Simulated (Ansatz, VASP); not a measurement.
## Pt in VASP and in Ansatz

```xyz
1
Lattice="0.0000 2.0267 2.0267 2.0267 0.0000 2.0267 2.0267 2.0267 0.0000" Properties=species:S:1:pos:R:3 pbc="T T T"
Pt    0.0000    0.0000    0.0000
```

Alike in both runs: functional BLYP; k mesh 14 × 14 × 14; occupations fermi-dirac, width 0.1 eV; no spin polarisation.

Ansatz relaxed the structure, and its values are those at the end. VASP's run is a single point on that final structure, the one shown.

|  | VASP | Ansatz |
| --- | --- | --- |
| version | VASP 6.6.1 | Ansatz 0.2.0 |
| potentials or method | VASP PAW PBE potentials, release 64 (Pt_sv_GW), cutoff 570 eV | plane waves (420 eV) with PAW, scalar-relativistic |
| valence electrons in the cell | 18 | 18 |

Ansatz gave:

* pressure (GPa): 0.0

Q: Which values does VASP return?

A: Pressure (GPa): -0.3.

VASP's potentials were made for PBE, not for BLYP.

Neither program's run includes spin-orbit coupling.
